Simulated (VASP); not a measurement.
# FeO (F-43m) in VASP: notebook

The runs below take FeO through single point, with PBE.

Everything below comes from runs of VASP 6.6.1. Logs are shortened: lines on timing, memory, paths and dates and some standing lists are left out, and cuts for length are marked.

## 1. The cell of the first run

It takes space group F-43m (No. 216, cubic). Conventional cell: a = 4.764 Å, b = 4.764 Å, c = 4.764 Å, α = 90.00°, β = 90.00°, γ = 90.00°. Fe (site symmetry -43m) has 4 O at 2.06 Å within 2.7 Å. O (site symmetry -43m) has 4 Fe at 2.06 Å within 2.7 Å.

## 2. Single point, PBE, collinear spin, ferromagnetic start

INCAR reads:

```
SYSTEM = FeO
  PREC = Accurate
  ENCUT = 520
  EDIFF = 1E-7
  ISMEAR = -1
  SIGMA = 0.05
  LREAL = .FALSE.
  LASPH = .TRUE.
  NELM = 150
  ALGO = Normal
  ISIF = 2
  LWAVE = .FALSE.
  LCHARG = .TRUE.
  ISPIN = 2
  MAGMOM = 3 0
  LORBIT = 11
  LMAXMIX = 4
  GGA = PE
  LELF = .TRUE.
  LVHAR = .TRUE.
  NBANDS = 18
```

KPOINTS reads:

```
Automatic mesh
0
G
  10 10 10
  0 0 0
```

POSCAR reads:

```
FeO
1.0
    0.0000000000      2.3818830800      2.3818830800
    2.3818830800      0.0000000000      2.3818830800
    2.3818830800      2.3818830800      0.0000000000
Fe O
1 1
Direct
    0.0000000000      0.0000000000      0.0000000000
    0.2500000000      0.2500000000      0.2500000000
```

Potentials or basis: VASP PAW PBE potentials, release 64 (Fe, O).

Run with:

```bash
$ cat potpaw_PBE.64/Fe/POTCAR potpaw_PBE.64/O/POTCAR > POTCAR
$ mpirun -np 1 vasp_std > vasp.out
```

OUTCAR:

```text
SYSTEM = FeO
   PREC = Accurate
   ENCUT = 520
   EDIFF = 1E-7
   ISMEAR = -1
   LREAL = .FALSE.
   LASPH = .TRUE.
   NELM = 150
   ISIF = 2
   ISPIN = 2
   LORBIT = 11
   GGA = PE

 ion  position               nearest neighbor table
   1  0.000  0.000  0.000-   2 2.06   2 2.06   2 2.06   2 2.06
   2  0.250  0.250  0.250-   1 2.06   1 2.06   1 2.06   1 2.06

  LATTYP: Found a face centered cubic cell.
 ALAT       =     4.7637661600

  Lattice vectors:

 A1 = (   0.0000000000,   2.3818830800,   2.3818830800)
 A2 = (   2.3818830800,   0.0000000000,   2.3818830800)
 A3 = (   2.3818830800,   2.3818830800,   0.0000000000)

Analysis of symmetry for initial positions (statically):
=====================================================================
 Subroutine PRICEL returns:
 Original cell was already a primitive cell.

 Routine SETGRP: Setting up the symmetry group for a
 face centered cubic supercell.

 Subroutine GETGRP returns: Found 24 space group operations
 (whereof 24 operations were pure point group operations)
 out of a pool of 48 trial point group operations.

The static configuration has the point symmetry T_d .

Analysis of symmetry for dynamics (positions and initial velocities):
=====================================================================
 Subroutine PRICEL returns:
 Original cell was already a primitive cell.

 Routine SETGRP: Setting up the symmetry group for a
 face centered cubic supercell.

 Subroutine GETGRP returns: Found 24 space group operations
 (whereof 24 operations were pure point group operations)
 out of a pool of 48 trial point group operations.

The dynamic configuration has the point symmetry T_d .

Analysis of structural, dynamic, and magnetic symmetry:
=====================================================================
 Subroutine PRICEL returns:
 Original cell was already a primitive cell.

 Routine SETGRP: Setting up the symmetry group for a
 face centered cubic supercell.

 Subroutine GETGRP returns: Found 24 space group operations
 (whereof 24 operations were pure point group operations)
 out of a pool of 48 trial point group operations.

The overall configuration has the point symmetry T_d .

 Subroutine INISYM returns: Found 24 space group operations
 (whereof 24 operations are pure point group operations),
 and found     1 'primitive' translations

----------------------------------------------------------------------------------------

                                     Primitive cell

  volume of cell :      27.0266

  direct lattice vectors                    reciprocal lattice vectors
     0.000000000  2.381883080  2.381883080    -0.209917944  0.209917944  0.209917944
     2.381883080  0.000000000  2.381883080     0.209917944 -0.209917944  0.209917944
     2.381883080  2.381883080  0.000000000     0.209917944  0.209917944 -0.209917944

  length of vectors
     3.368491356  3.368491356  3.368491356     0.363588545  0.363588545  0.363588545

  position of ions in fractional coordinates (direct lattice)
     0.000000000  0.000000000  0.000000000
     0.250000000  0.250000000  0.250000000

  ion indices of the primitive-cell ions
   primitive index   ion index
                 1           1
                 2           2

----------------------------------------------------------------------------------------

 KPOINTS: Automatic mesh

Automatic generation of k-mesh.
 Grid dimensions read from file:
 generate k-points for:   10   10   10

 Generating k-lattice:

  Cartesian coordinates                     Fractional coordinates (reciprocal lattice)
    -0.020991794  0.020991794  0.020991794     0.100000000  0.000000000  0.000000000
     0.020991794 -0.020991794  0.020991794     0.000000000  0.100000000  0.000000000
     0.020991794  0.020991794 -0.020991794     0.000000000  0.000000000  0.100000000

  Length of vectors
     0.036358855  0.036358855  0.036358855

  Shift w.r.t. Gamma in fractional coordinates (k-lattice)
     0.000000000  0.000000000  0.000000000

 Subroutine IBZKPT returns following result:
 ===========================================

 Found     47 irreducible k-points:

 Following reciprocal coordinates:
            Coordinates               Weight
  0.000000  0.000000  0.000000      1.000000
  0.100000  0.000000  0.000000      8.000000
  0.200000  0.000000  0.000000      8.000000
  0.300000  0.000000  0.000000      8.000000
  0.400000  0.000000  0.000000      8.000000
  0.500000  0.000000  0.000000      4.000000
[... 16 lines left out ...]
  0.300000  0.300000  0.000000      6.000000
  0.400000  0.300000  0.000000     24.000000
 [... further k-points ...]
   k-points           NKPTS =     47   k-points in BZ     NKDIM =     47   number of bands    NBANDS=     18
   number of dos      NEDOS =    301   number of ions     NIONS =      2
   total plane-waves  NPLWV =  21952
   dimension x,y,z NGX =    28 NGY =   28 NGZ =   28
   dimension x,y,z NGXF=    56 NGYF=   56 NGZF=   56
   ions per type =               1   1
   NGX,Y,Z   is equivalent  to a cutoff of  13.82, 13.82, 13.82 a.u.
   NGXF,Y,Z  is equivalent  to a cutoff of  27.64, 27.64, 27.64 a.u.
 SYSTEM =  FeO
   PREC   = accura    normal or accurate (medium, high low for compatibility)
   ISTART =      0    job   : 0-new  1-cont  2-samecut
   ICHARG =      2    charge: 1-file 2-atom 10-const
   ISPIN  =      2    spin polarized calculation?
   LNONCOLLINEAR =      F non collinear calculations
   LSORBIT =      F    spin-orbit coupling
   LASPH  =      T    aspherical Exc in radial PAW
   ENCUT  =  520.0 eV  38.22 Ry    6.18 a.u.   6.26  6.26  6.26*2*pi/ulx,y,z
   NELM   =    150;   NELMIN=  2; NELMDL= -5     # of ELM steps
   EDIFF  = 0.1E-06   stopping-criterion for ELM
   LREAL  =      F    real-space projection
   EDIFFG = 0.1E-05   stopping-criterion for IOM
   NSW    =      0    number of steps for IOM
   IBRION =     -1    ionic relax: 0-MD 1-quasi-New 2-CG
   NFREE  =      0    steps in history (QN), initial steepest desc. (CG)
   ISIF   =      2    stress and relaxation
   ISYM   =      2    0-nonsym 1-usesym 2-fastsym
   POTIM  = 0.5000    time-step for ionic-motion
   TEBEG  =    0.0;   TEEND  =   0.0 temperature during run
   PSTRESS=    0.0 pullay stress
   NELECT =      14.0000    total number of electrons
   NUPDOWN=      -1.0000    fix difference up-down
   EMIN   =  10.00;   EMAX   =-10.00  energy-range for DOS
   EFERMI =   0.00;   METHOD = LEGACY
   ISMEAR =    -1;   SIGMA  =   0.05  broadening in eV -4-tet -1-fermi 0-gaus
   EFERMI_NEDOS =   21; number of points for ismear=-14 and -15
   IALGO  =     38    algorithm
   IMIX   =      4    mixing-type and parameters
     AMIX     =   0.40;   BMIX     =  1.00
     AMIX_MAG =   1.60;   BMIX_MAG =  1.00
  volume/ion in A,a.u.               =      13.51        91.19
  Fermi-wavevector in a.u.,A,eV,Ry     =   1.314782  2.484578 23.519733  1.728652
  Thomas-Fermi vector in A             =   2.445011
   LORBIT       =     11    0 simple, 1 ext, 2 COOP (PROOUT), +10 PAW based schemes
   GGA     = PE    functional components
   LHFCALC =     F    Hartree Fock is set to
   AEXX    =    0.0000 exact exchange contribution
   IVDW    =     0    specifies the selected vdW correction
   LEPSILON=     F    determine dielectric tensor
   LRPA    =     F    only Hartree local field effects (RPA)
 spin polarized calculation
  energy-cutoff  :      520.00
  volume of cell :       27.03
 maximum number of plane-waves:       745
 NGX is ok and might be reduce to    28
   NGX = 13   NGY = 13   NGZ = 13

 number of electron      13.9999995 magnetization       4.0236993

 Free energy of the ion-electron system (eV)
  ---------------------------------------------------
  ext. energy  EPLUGINS =         0.00000000
  ---------------------------------------------------
  free energy    TOTEN  =       -14.87335857 eV

  energy without entropy =      -14.85279989  energy(sigma->0) =      -14.86307923

 E-fermi :   3.5309     XC(G=0): -10.3661

 val. band max:        3.5262663181   @ k =   0.1000   0.1000   0.0000
 cond. band min:       3.5411792014   @ k =  -0.3000   0.1000   0.0000
 fundamental gap:      0.0149128833
 Fermi energy:         3.5309300303

 spin component 1

 k-point     1 :       0.0000    0.0000    0.0000
  band No.  band energies     occupation
      1     -16.0937      1.00000
      2      -2.5834      1.00000
      3      -2.5834      1.00000
      4      -2.5834      1.00000
      5       0.0130      1.00000
      6       0.0130      1.00000
[... 10 lines left out ...]
     17      21.5482      0.00000
     18      23.5718      0.00000
[... 463 lines left out ...]
 k-point    24 :       0.4000    0.3000    0.0000
  band No.  band energies     occupation
      1     -15.6357      1.00000
      2      -3.3023      1.00000
      3      -2.0200      1.00000
      4      -1.9957      1.00000
      5      -0.2354      1.00000
      6       0.2037      1.00000
[... 10 lines left out ...]
     17      27.0883      0.00000
     18      28.8453      0.00000

 [... further k-points ...]

 spin component 2

 k-point     1 :       0.0000    0.0000    0.0000
  band No.  band energies     occupation
      1     -15.5623      1.00000
      2      -1.2015      1.00000
      3      -1.2015      1.00000
      4      -1.2015      1.00000
      5       3.2016      0.99862
      6       3.6653      0.06371
[... 10 lines left out ...]
     17      21.8505      0.00000
     18      24.4270      0.00000
[... 463 lines left out ...]
 k-point    24 :       0.4000    0.3000    0.0000
  band No.  band energies     occupation
      1     -15.0874      1.00000
      2      -2.3979      1.00000
      3      -0.9985      1.00000
      4      -0.9313      1.00000
      5       2.9029      1.00000
      6       3.9380      0.00029
[... 10 lines left out ...]
     17      27.6158      0.00000
     18      29.4675      0.00000

 [... further k-points ...]
[... 5 lines left out ...]
  --------------------------------------------------------------------------------------
  -------------------------------------------------------------------------------------
  Total       -1.9868321     -1.9868321     -1.9868321     -0.0000000      0.0000000      0.0000000
  in kB     -117.7824108   -117.7824108   -117.7824108     -0.0000000      0.0000000      0.0000000
  external PRESSURE =    -117.7824108 kB  Pullay stress =       0.0000000 kB

 VOLUME and BASIS-vectors are now :
 -----------------------------------------------------------------------------
  energy-cutoff  :      520.00
  volume of cell :       27.03
      direct lattice vectors                 reciprocal lattice vectors
     0.000000000  2.381883080  2.381883080    -0.209917944  0.209917944  0.209917944
     2.381883080  0.000000000  2.381883080     0.209917944 -0.209917944  0.209917944
     2.381883080  2.381883080  0.000000000     0.209917944  0.209917944 -0.209917944

 POSITION                                       TOTAL-FORCE (eV/Angst)
 -----------------------------------------------------------------------------------
      0.00000      0.00000      0.00000        -0.000000     -0.000000      0.000000
      1.19094      1.19094      1.19094         0.000000      0.000000     -0.000000
 -----------------------------------------------------------------------------------
    total drift:                                0.000000      0.000000      0.000000

  FREE ENERGIE OF THE ION-ELECTRON SYSTEM (eV)
  ---------------------------------------------------
  free  energy   TOTEN  =       -14.8733585741 eV

  energy  without entropy=      -14.8527998925  energy(sigma->0) =      -14.86307923

 total charge

# of ion       s       p       d       tot
------------------------------------------
    1        0.302   0.361   6.013   6.675
    2        1.553   3.404   0.000   4.956
--------------------------------------------------
tot          1.854   3.764   6.013  11.631

 magnetization (x)

# of ion       s       p       d       tot
------------------------------------------
    1        0.028   0.040   3.553   3.621
    2        0.020   0.269   0.000   0.288
--------------------------------------------------
tot          0.047   0.309   3.553   3.909
```

Wall time 82 s (1 thread of Intel Xeon Platinum 8488C (Sapphire Rapids), shared host); peak memory 0.19 GiB.

What came out:

- Free energy: -14.8734 eV
- Pressure: -11.8 GPa
- Band gap on the k mesh: zero (filled and empty bands overlap)
- Net moment: 4.02 μB per cell
- Site moments: Fe +3.62; O +0.29 μB
- Valence electrons inside the program's atomic spheres: Fe 6.67; O 4.96

Caveat: a cell with one magnetic atom can't hold antiferromagnetic order, which such compounds often take; semilocal functionals often make such compounds metallic where correlation or magnetic order opens a gap, which also shifts bond lengths.

## 3. Single point, PBE, collinear spin, ferromagnetic start

INCAR reads:

```
ALGO = Normal
EDIFF = 1E-6
ENCUT = 520
GGA = PE
ISIF = 2
ISMEAR = -1
ISPIN = 2
LASPH = T
LCHARG = F
LMAXMIX = 4
LORBIT = 11
LREAL = F
LWAVE = F
MAGMOM = 3 0
NBANDS = 18
NELM = 150
PREC = Accurate
SIGMA = 0.05
```

KPOINTS reads:

```
k-points
0
Gamma
  10 10 10
```

POSCAR is that of step 2.

Potentials or basis: VASP PAW PBE potentials, release 64 (Fe, O).

Run with:

```bash
$ cat potpaw_PBE.64/Fe/POTCAR potpaw_PBE.64/O/POTCAR > POTCAR
$ mpirun -np 1 vasp_std > vasp.out
```

Run time: 80 s. Hardware: 1 thread of Intel Xeon Platinum 8488C (Sapphire Rapids), shared host; peak memory 0.19 GiB.

Results (log left out):

```yaml
Free_energy: -14.8734 eV
Pressure: -11.8 GPa
Band_gap_on_the_k_mesh: zero (filled and empty bands overlap)
Net_moment: 4.02 μB per cell
Site_moments: Fe +3.62; O +0.29 μB
Valence_electrons_inside_the_program's_atomic_spheres: Fe 6.67; O 4.96
```

Levels at points of the mesh, in eV from the Fermi level:
Spin up:
```
           k point  band 7  band 8  band 9  band 10  band 11  band 12
(0.00, 0.00, 0.00)   -0.91   -0.61   -0.61    -0.61    12.20    12.20
(0.50, 0.00, 0.00)   -3.21   -1.39   -1.39     4.20     5.58    11.74
(0.50, 0.50, 0.00)   -2.75   -2.45   -2.45     4.04     7.87     9.49
```
Spin down:
```csv
k point,band 3,band 4,band 5,band 6,band 7,band 8
"(0.00, 0.00, 0.00)",-4.73,-4.73,-0.33,0.13,0.13,2.11
"(0.50, 0.00, 0.00)",-4.53,-4.53,0.08,0.27,0.27,1.40
"(0.50, 0.50, 0.00)",-4.37,-4.37,-0.85,0.43,0.50,0.80
```

Caveat: a cell with one magnetic atom can't hold antiferromagnetic order, which such compounds often take; semilocal functionals often make such compounds metallic where correlation or magnetic order opens a gap, which also shifts bond lengths. With open d or f shells a metallic result of PBE can be an artefact of self-interaction; +U or a hybrid may open a gap.
